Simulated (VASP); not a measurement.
# TiSi2 (Fddd) in VASP: settings compared

The runs below take TiSi2 through density of states, with PBE, PBEsol, revPBE.

Program: VASP 6.6.1. These are calculated values, not measurements. Logs are shortened: lines on timing, memory, paths and dates and some standing lists are left out, and cuts for length are marked.

## Step 1: The cell of the first run

It takes space group Fddd (No. 70, orthorhombic). Conventional cell: a = 4.779 Å, b = 8.235 Å, c = 8.526 Å, α = 90.00°, β = 90.00°, γ = 90.00°. Ti (site symmetry 222) has 10 Si at 2.55 to 2.78 Å and 4 Ti at 3.20 Å within 3.4 Å. Si (site symmetry 2) has 9 Si at 2.52 to 3.20 Å and 5 Ti at 2.55 to 2.78 Å within 3.3 Å.

## Step 2: Density of states, PBE

File POSCAR:

```
TiSi2
1.0
    0.0000000000      4.1175163063      4.2628978354
    2.3895119538      0.0000000000      4.2628978354
    2.3895119538      4.1175163063      0.0000000000
Ti Si
2 4
Direct
    0.7500000000      0.7500000000      0.7500000000
    0.5000000000      0.5000000000      0.5000000000
    0.4125656100      0.0874343900      0.4125656100
    0.0874343900      0.4125656100      0.0874343900
    0.1625656100      0.8374343900      0.1625656100
    0.8374343900      0.1625656100      0.8374343900
```

File INCAR.step1:

```
  ALGO = Normal
  EDIFF = 1E-6
  ENCUT = 520
  GGA = PE
  ISIF = 2
  ISMEAR = -1
  LASPH = T
  LCHARG = T
  LMAXMIX = 4
  LREAL = F
  LWAVE = F
  NBANDS = 29
  NELM = 80
  PREC = Accurate
  SIGMA = 0.05
```

File KPOINTS.step1:

```
k-points
0
Gamma
  7 7 7
```

File INCAR.step2:

```
  ALGO = Normal
  EDIFF = 1E-6
  ENCUT = 520
  GGA = PE
  ICHARG = 11
  ISIF = 2
  ISMEAR = -5
  LASPH = T
  LCHARG = F
  LMAXMIX = 4
  LORBIT = 11
  LREAL = F
  LWAVE = F
  NEDOS = 2001
  NELM = 80
  PREC = Accurate
  SIGMA = 0.05
```

File KPOINTS.step2:

```
k-points
0
Gamma
  11 11 11
```

Potentials or basis: VASP PAW PBE potentials, release 64 (Ti_sv, Si).

Command:

```sh
cat potpaw_PBE.64/Ti_sv/POTCAR potpaw_PBE.64/Si/POTCAR > POTCAR
cp INCAR.step1 INCAR
cp KPOINTS.step1 KPOINTS
mpirun -np 1 vasp_std > vasp.out
cp INCAR.step2 INCAR
cp KPOINTS.step2 KPOINTS
mpirun -np 1 vasp_std > vasp.out
```

OUTCAR:

```text
EDIFF = 1E-6
   ENCUT = 520
   GGA = PE
   ICHARG = 11
   ISIF = 2
   ISMEAR = -5
   LASPH = T
   LORBIT = 11
   LREAL = F
   NELM = 80
   PREC = Accurate

 ion  position               nearest neighbor table
   1  0.750  0.750  0.750-   6 2.55   5 2.55   6 2.55   5 2.55   3 2.74   3 2.74   4 2.74   4 2.74
                             3 2.78   4 2.78
   2  0.500  0.500  0.500-   4 2.55   3 2.55   4 2.55   3 2.55   5 2.74   5 2.74   6 2.74   6 2.74
                             5 2.78   6 2.78
   3  0.413  0.087  0.413-   6 2.52   6 2.52   2 2.55   2 2.55   4 2.68   1 2.74   1 2.74   1 2.78
                             4 2.79   4 2.79
   4  0.087  0.413  0.087-   5 2.52   5 2.52   2 2.55   2 2.55   3 2.68   1 2.74   1 2.74   1 2.78
                             3 2.79   3 2.79
   5  0.163  0.837  0.163-   4 2.52   4 2.52   1 2.55   1 2.55   6 2.68   2 2.74   2 2.74   2 2.78
                             6 2.79   6 2.79
   6  0.837  0.163  0.837-   3 2.52   3 2.52   1 2.55   1 2.55   5 2.68   2 2.74   2 2.74   2 2.78
                             5 2.79   5 2.79

  LATTYP: Found a face centered orthorhombic cell.
 ALAT       =     4.7790239076
 B/A-ratio  =     1.7231620456
 C/A-ratio  =     1.7840035613

  Lattice vectors:

 A1 = (   0.0000000000,   4.1175163063,   4.2628978354)
 A2 = (   2.3895119538,   0.0000000000,   4.2628978354)
 A3 = (   2.3895119538,   4.1175163063,   0.0000000000)

Analysis of symmetry for initial positions (statically):
=====================================================================
 Subroutine PRICEL returns:
 Original cell was already a primitive cell.

 Routine SETGRP: Setting up the symmetry group for a
 face centered orthorhombic supercell.

 Subroutine GETGRP returns: Found  8 space group operations
 (whereof  4 operations were pure point group operations)
 out of a pool of  8 trial point group operations.

The static configuration has the point symmetry D_2 .
 The point group associated with its full space group is D_2h.

Analysis of symmetry for dynamics (positions and initial velocities):
=====================================================================
 Subroutine PRICEL returns:
 Original cell was already a primitive cell.

 Routine SETGRP: Setting up the symmetry group for a
 face centered orthorhombic supercell.

 Subroutine GETGRP returns: Found  8 space group operations
 (whereof  4 operations were pure point group operations)
 out of a pool of  8 trial point group operations.

The dynamic configuration has the point symmetry D_2 .
[... 119 lines left out ...]
   TEBEG  =    0.0;   TEEND  =   0.0 temperature during run
   PSTRESS=    0.0 pullay stress
   NELECT =      40.0000    total number of electrons
   NUPDOWN=      -1.0000    fix difference up-down
   EMIN   =  10.00;   EMAX   =-10.00  energy-range for DOS
   EFERMI =   0.00;   METHOD = LEGACY
   ISMEAR =    -5;   SIGMA  =   0.05  broadening in eV -4-tet -1-fermi 0-gaus
   EFERMI_NEDOS =   21; number of points for ismear=-14 and -15
   IALGO  =     38    algorithm
   IMIX   =      4    mixing-type and parameters
     AMIX     =   0.40;   BMIX     =  1.00
     AMIX_MAG =   1.60;   BMIX_MAG =  1.00
  volume/ion in A,a.u.               =      13.98        94.35
  Fermi-wavevector in a.u.,A,eV,Ry     =   1.278994  2.416947 22.256742  1.635824
  Thomas-Fermi vector in A             =   2.411504
   LORBIT       =     11    0 simple, 1 ext, 2 COOP (PROOUT), +10 PAW based schemes
   GGA     = PE    functional components
   LHFCALC =     F    Hartree Fock is set to
   AEXX    =    0.0000 exact exchange contribution
   IVDW    =     0    specifies the selected vdW correction
   LEPSILON=     F    determine dielectric tensor
   LRPA    =     F    only Hartree local field effects (RPA)
 non-spin polarized calculation
 Fermi weights with tetrahedron method with Bloechl corrections
  energy-cutoff  :      520.00
  volume of cell :       83.88
 maximum number of plane-waves:      2276
 NGX is ok and might be reduce to    48

 number of electron      40.0000003 magnetization

 Free energy of the ion-electron system (eV)
  ---------------------------------------------------
  ext. energy  EPLUGINS =         0.00000000
  ---------------------------------------------------
  free energy    TOTEN  =       -40.69440791 eV

  energy without entropy =      -40.69440791  energy(sigma->0) =      -40.69440791

 E-fermi :  10.1644     XC(G=0): -11.7367

 val. band max:       10.1758226743   @ k =  -0.2727   0.2727  -0.0000
 cond. band min:      10.1094437331   @ k =   0.4545   0.0909   0.3636
 fundamental gap:     -0.0663789412
 Fermi energy:        10.1644347744

 k-point     1 :       0.0000    0.0000    0.0000
  band No.  band energies     occupation
      1     -46.0739      2.00000
      2     -46.0454      2.00000
      3     -22.4532      2.00000
      4     -22.4502      2.00000
      5     -22.3606      2.00000
      6     -22.3458      2.00000
[... 637 lines left out ...]
     23      12.3407      0.00000
     24      12.6682      0.00000

 [... further k-points ...]
[... 5 lines left out ...]
  --------------------------------------------------------------------------------------
  -------------------------------------------------------------------------------------
  Total        1.2540519      0.5688477      1.2177173      0.0000000      0.0000000      0.0000000
  in kB       23.9522672     10.8649351     23.2582803      0.0000000      0.0000000      0.0000000
  external PRESSURE =      19.3584942 kB  Pullay stress =       0.0000000 kB

 VOLUME and BASIS-vectors are now :
 -----------------------------------------------------------------------------
  energy-cutoff  :      520.00
  volume of cell :       83.88
      direct lattice vectors                 reciprocal lattice vectors
     0.000000000  4.117516306  4.262897835    -0.209247750  0.121432427  0.117291106
     2.389511954  0.000000000  4.262897835     0.209247750 -0.121432427  0.117291106
     2.389511954  4.117516306  0.000000000     0.209247750  0.121432427 -0.117291106

 POSITION                                       TOTAL-FORCE (eV/Angst)
 -----------------------------------------------------------------------------------
      3.58427      6.17627      6.39435         0.000000      0.000000      0.000000
      2.38951      4.11752      4.26290        -0.000000     -0.000000     -0.000000
      1.19476      3.39749      2.13145        -0.000000      0.039399     -0.000000
      1.19476      0.72003      2.13145        -0.000000     -0.039399     -0.000000
      2.38951      1.33873      4.26290         0.000000      0.039399      0.000000
      2.38951      6.89630      4.26290         0.000000     -0.039399      0.000000
 -----------------------------------------------------------------------------------
    total drift:                               -0.000000     -0.000000     -0.000000

  FREE ENERGIE OF THE ION-ELECTRON SYSTEM (eV)
  ---------------------------------------------------
  free  energy   TOTEN  =       -40.6944079076 eV

  energy  without entropy=      -40.6944079076  energy(sigma->0) =      -40.69440791

 total charge

# of ion       s       p       d       tot
------------------------------------------
    1        2.174   6.166   2.061  10.402
    2        2.174   6.166   2.061  10.402
    3        0.769   0.863   0.000   1.633
    4        0.769   0.863   0.000   1.633
    5        0.769   0.863   0.000   1.633
    6        0.769   0.863   0.000   1.633
--------------------------------------------------
tot          7.425  15.787   4.122  27.334
```

OSZICAR.step1:

```text
N       E                     dE             d eps       ncg     rms          rms(c)
DAV:   1     0.389740640477E+03    0.38974E+03   -0.18764E+04  3712   0.147E+03
DAV:   2     0.191362104022E+01   -0.38783E+03   -0.37718E+03  3737   0.431E+02
DAV:   3    -0.407995074574E+02   -0.42713E+02   -0.41818E+02  6201   0.119E+02
DAV:   4    -0.441358190565E+02   -0.33363E+01   -0.33186E+01  5344   0.299E+01
DAV:   5    -0.443279898295E+02   -0.19217E+00   -0.19212E+00  5607   0.604E+00    0.186E+01
DAV:   6    -0.413914414100E+02    0.29365E+01   -0.33527E+01  5324   0.406E+01    0.715E+00
DAV:   7    -0.407733758550E+02    0.61807E+00   -0.67070E+00  5068   0.191E+01    0.526E+00
DAV:   8    -0.407114920740E+02    0.61884E-01   -0.84479E-01  5116   0.723E+00    0.147E+00
DAV:   9    -0.406912231416E+02    0.20269E-01   -0.17083E-01  5031   0.343E+00    0.519E-01
DAV:  10    -0.406924517085E+02   -0.12286E-02   -0.71237E-03  5030   0.618E-01    0.267E-01
DAV:  11    -0.406922183780E+02    0.23333E-03   -0.67158E-03  5467   0.615E-01    0.169E-01
DAV:  12    -0.406920448329E+02    0.17355E-03   -0.13740E-03  5170   0.293E-01    0.169E-02
DAV:  13    -0.406920443349E+02    0.49803E-06   -0.31388E-05  4671   0.489E-02    0.154E-02
DAV:  14    -0.406920439745E+02    0.36035E-06   -0.27855E-06  4701   0.138E-02
   1 F= -.40692044E+02 E0= -.40681936E+02  d E =-.202169E-01
```

Run time: 4 min. Hardware: 1 thread of Intel Xeon 6975P-C (Granite Rapids), shared host; peak memory 0.5 GiB.

What came out:

* Valence electrons inside the program's atomic spheres: Ti 10.40; Si 1.63

Levels at points of the mesh, in eV from the Fermi level:
| k point | band 18 | band 19 | band 20 | band 21 | band 22 | band 23 |
| --- | --- | --- | --- | --- | --- | --- |
| (0.00, 0.00, 0.00) | -2.05 | -1.76 | -1.33 | -0.91 | 2.10 | 3.16 |

Caveat: tetrahedron occupations give inexact forces and stress in metals.

## Step 3: Density of states, PBEsol

POSCAR is that of step 2.

File INCAR.step1:

```
SYSTEM = TiSi2
ALGO     = Normal         ! electronic algorithm
EDIFF    = 1E-6           ! SCF threshold, eV
ENCUT    = 520            ! plane-wave cutoff, eV
GGA      = PS             ! functional
ISIF     = 2              ! what is computed and relaxed
ISMEAR   = -1             ! smearing method
LASPH    = .True.         ! aspherical terms in the spheres
LCHARG   = .True.         ! write CHGCAR
LMAXMIX  = 4              ! l up to which the mixer works
LREAL    = .False.        ! projectors in reciprocal space
LWAVE    = .False.        ! write WAVECAR
NBANDS   = 29             ! bands
NELM     = 80             ! most SCF steps
PREC     = Accurate       ! precision mode
SIGMA    = 0.05           ! smearing width, eV
```

File KPOINTS.step1:

```
k-points
0
Gamma
  7 7 7
  0 0 0
```

File INCAR.step2:

```
SYSTEM = TiSi2
ALGO     = Normal         ! electronic algorithm
EDIFF    = 1E-6           ! SCF threshold, eV
ENCUT    = 520            ! plane-wave cutoff, eV
GGA      = PS             ! functional
ICHARG   = 11             ! starting density
ISIF     = 2              ! what is computed and relaxed
ISMEAR   = -5             ! smearing method
LASPH    = .True.         ! aspherical terms in the spheres
LCHARG   = .False.        ! write CHGCAR
LMAXMIX  = 4              ! l up to which the mixer works
LORBIT   = 11             ! projections on sites
LREAL    = .False.        ! projectors in reciprocal space
LWAVE    = .False.        ! write WAVECAR
NBANDS   = 29             ! bands
NEDOS    = 1001           ! points of the DOS
NELM     = 80             ! most SCF steps
PREC     = Accurate       ! precision mode
SIGMA    = 0.05           ! smearing width, eV
```

File KPOINTS.step2:

```
k-points
0
Gamma
  11 11 11
  0 0 0
```

Potentials or basis: VASP PAW PBE potentials, release 64 (Ti_sv, Si).

Command:

```sh
cat potpaw_PBE.64/Ti_sv/POTCAR potpaw_PBE.64/Si/POTCAR > POTCAR
cp INCAR.step1 INCAR
cp KPOINTS.step1 KPOINTS
mpirun -np 1 vasp_std > vasp.out
cp INCAR.step2 INCAR
cp KPOINTS.step2 KPOINTS
mpirun -np 1 vasp_std > vasp.out
```

Run time: 3.8 min. Hardware: 1 thread of Intel Xeon 6975P-C (Granite Rapids), shared host; peak memory 0.53 GiB.

The run converged. Its results:

| Property | Result |
| --- | --- |
| Valence electrons inside the program's atomic spheres | Ti 10.42; Si 1.63 |

Levels at points of the mesh, in eV from the Fermi level:
| k point | band 17 | band 18 | band 19 | band 20 | band 21 | band 22 | band 23 | band 24 |
| --- | --- | --- | --- | --- | --- | --- | --- | --- |
| (0.00, 0.00, 0.00) | -2.25 | -2.03 | -1.74 | -1.32 | -0.91 | 2.10 | 3.16 | 3.39 |

Caveat: the PAW data sets were made with another functional, which shifts forces and pressure a little; tetrahedron occupations give inexact forces and stress in metals.

## Step 4: Density of states, revPBE

POSCAR is that of step 3.

File INCAR.step1:

```
PREC = Accurate
ENCUT = 520
EDIFF = 1E-6
ISMEAR = -1
SIGMA = 0.05
LREAL = False
LASPH = True
NELM = 80
ALGO = Normal
ISIF = 2
LWAVE = False
LCHARG = True
LMAXMIX = 4
GGA = RE
NBANDS = 29
```

File KPOINTS.step1:

```
regular mesh
0
Gamma
  7 7 7
```

File INCAR.step2:

```
PREC = Accurate
ENCUT = 520
EDIFF = 1E-6
ISMEAR = -5
SIGMA = 0.05
LREAL = False
LASPH = True
NELM = 80
ALGO = Normal
ISIF = 2
LWAVE = False
LCHARG = False
LMAXMIX = 4
GGA = RE
LORBIT = 11
NBANDS = 29
NEDOS = 1001
ICHARG = 11
```

File KPOINTS.step2:

```
regular mesh
0
Gamma
  11 11 11
```

Command:

```sh
cat potpaw_PBE.64/Ti_sv/POTCAR potpaw_PBE.64/Si/POTCAR > POTCAR
cp INCAR.step1 INCAR
cp KPOINTS.step1 KPOINTS
mpirun -np 1 vasp_std > vasp.out
cp INCAR.step2 INCAR
cp KPOINTS.step2 KPOINTS
mpirun -np 1 vasp_std > vasp.out
```

Run time: 3.7 min. Hardware: 1 thread of Intel Xeon 6975P-C (Granite Rapids), shared host; peak memory 0.53 GiB.

Results (log left out):

```
Valence electrons inside the program's atomic spheres : Ti 10.39; Si 1.63
```

Levels at points of the mesh, in eV from the Fermi level:
```csv
k point,band 17,band 18,band 19,band 20,band 21,band 22,band 23,band 24
"(0.00, 0.00, 0.00)",-2.26,-2.06,-1.77,-1.35,-0.91,2.11,3.16,3.39
```

Caveat: the PAW data sets were made with another functional, which shifts forces and pressure a little; tetrahedron occupations give inexact forces and stress in metals.
